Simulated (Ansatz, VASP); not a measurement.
**Ni in VASP and in Ansatz**

The input POSCAR:

```
Ni
1.0
    1.7392196771      1.7392196771      0.0000000000
   -1.7392196771      1.7392196771      0.0000000000
    0.0000000000      0.0000000000      3.4784393542
Ni
2
Direct
    0.0000000000      0.0000000000      0.0000000000
    0.5000000000      0.5000000000      0.5000000000
```

Contents of INCAR.step1:

```
SYSTEM = Ni
PREC     = Accurate       ! precision mode
ENCUT    = 520            ! plane-wave cutoff, eV
ISMEAR   = -4             ! smearing method
SIGMA    = 0.1            ! smearing width, eV
LREAL    = .False.        ! projectors in reciprocal space
LASPH    = .True.         ! aspherical terms in the spheres
NELM     = 150            ! most SCF steps
ISPIN    = 2              ! spin polarisation
MAGMOM   = 1 1            ! initial moments
LMAXMIX  = 4              ! l up to which the mixer works
NBANDS   = 21             ! bands
GGA      = PE             ! functional
ALGO     = Normal         ! electronic algorithm
EDIFF    = 1E-4           ! SCF threshold, eV
LWAVE    = .True.         ! write WAVECAR
LCHARG   = .False.        ! write CHGCAR
```

INCAR.step2

```
SYSTEM = Ni
PREC     = Accurate       ! precision mode
ENCUT    = 520            ! plane-wave cutoff, eV
EDIFF    = 1E-6           ! SCF threshold, eV
ISMEAR   = -4             ! smearing method
SIGMA    = 0.1            ! smearing width, eV
LREAL    = .False.        ! projectors in reciprocal space
LASPH    = .True.         ! aspherical terms in the spheres
NELM     = 150            ! most SCF steps
ALGO     = Normal         ! electronic algorithm
ISIF     = 2              ! what is computed and relaxed
LWAVE    = .False.        ! write WAVECAR
LCHARG   = .True.         ! write CHGCAR
ISPIN    = 2              ! spin polarisation
MAGMOM   = 1 1            ! initial moments
LORBIT   = 11             ! projections on sites
LMAXMIX  = 4              ! l up to which the mixer works
METAGGA  = R2SCAN         ! meta-GGA
LMIXTAU  = .True.       
LELF     = .True.         ! ELF
LVHAR    = .True.       
NBANDS   = 21             ! bands
ISTART   = 1
```

File KPOINTS:

```
Automatic mesh
0
Gamma
  13 13 10
  0 0 0
```

Input for Ansatz:

```yaml
crystal:
  lattice:
    - [1.7392196771, 1.7392196771, 0.0]
    - [-1.7392196771, 1.7392196771, 0.0]
    - [0.0, 0.0, 3.4784393542]
  atoms:
    - { symbol: Ni, position: [0.0, 0.0, 0.0], spin: 1.0 }
    - { symbol: Ni, position: [0.5, 0.5, 0.5], spin: 1.0 }
magnetization:
  spin_polarized: true
kpoints:
  mp_grid: { grid: [13, 13, 10] }
scf:
  occupations: { method: tetrahedron_uncorrected }
  convergence: { dr2_threshold: 1.0e-11 }
hamiltonian:
  xc: r2scan
  pseudopotentials: { kind: paw }
output:
  forces: true
  stress: true
  eigenvalues: true
basis:
  ecutwfc: "500 eV"
```

Alike in both runs: task single point; functional r2SCAN; k mesh 13 × 13 × 10; collinear spin.

```csv
,VASP,Ansatz
version,VASP 6.6.1,Ansatz 0.2.0
potentials or method,"VASP PAW PBE potentials, release 64 (Ni), cutoff 520 eV","PAW with Ansatz's default frozen-core files, scalar-relativistic"
occupations,tetrahedron,tetrahedron-uncorrected
valence electrons in the cell,20,36
```

VASP gave:

- gap on the k mesh at the Fermi level (eV): none
- pressure (GPa): 0.5
- traceless stress, the component that is largest in VASP (GPa): -0.09
- net moment per atom (μB): 0.70
- size of the moment on the site where the two differ most (μB): 0.72

Q: Estimate Ansatz's values.

A: gap on the k mesh at the Fermi level (eV): none; pressure (GPa): 0.1; traceless stress, the component that is largest in VASP (GPa): -0.08; net moment per atom (μB): 0.73; size of the moment on the site where the two differ most (μB): 0.79.

VASP's potentials were made for PBE, not for r2SCAN. Site moments also hang on the region over which each program counts them. A gap of «none» marks a metal or a gap that the smearing closes. VASP's potentials hold 20 valence electrons a cell and Ansatz's 36, so a difference there can come from the potentials and not from the codes. Ansatz's warnings: band table not solved further, stability check not made.
